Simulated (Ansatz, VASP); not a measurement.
# Te2I3 in VASP and in Ansatz

```xyz
5
Lattice="5.9302 0.0000 0.0000 0.0000 5.9302 0.0000 0.0000 0.0000 5.9302" Properties=species:S:1:pos:R:3 pbc="T T T"
Te    2.9651    2.9651    2.9651
Te    0.0000    0.0000    0.0000
I     2.9651    0.0000    0.0000
I     0.0000    2.9651    0.0000
I     0.0000    0.0000    2.9651
```

Alike in both runs: task relaxation of cell and atoms; functional PBE; k mesh 4 × 4 × 4; occupations gaussian, width 0.1 eV; no spin polarisation.

|  | VASP | Ansatz |
| --- | --- | --- |
| version | VASP 6.6.1 | Ansatz 0.2.0 |
| potentials or method | VASP PAW PBE potentials, release 64 (Te, I), cutoff 600 eV | scalar-relativistic, plane waves, PAW |
| valence electrons in the cell | 33 | 83 |

VASP gave:

| Property | Result |
| --- | --- |
| gap on the k mesh at the Fermi level, each at its own relaxed structure (eV) | none |
| relaxed volume (Å³/atom) | 42.92 |
| relaxed cell length with the largest relative difference (Å) | 5.987 |

Question: What did Ansatz give for the same quantities?

Answer: gap on the k mesh at the Fermi level, each at its own relaxed structure (eV): none; relaxed volume (Å³/atom): 42.62; relaxed cell length with the largest relative difference (Å): 5.973.

A gap of «none» marks a metal or a gap that the smearing closes. VASP's potentials hold 33 valence electrons a cell and Ansatz's 83, so a difference there can come from the potentials and not from the codes.

Spin-orbit coupling is off throughout.
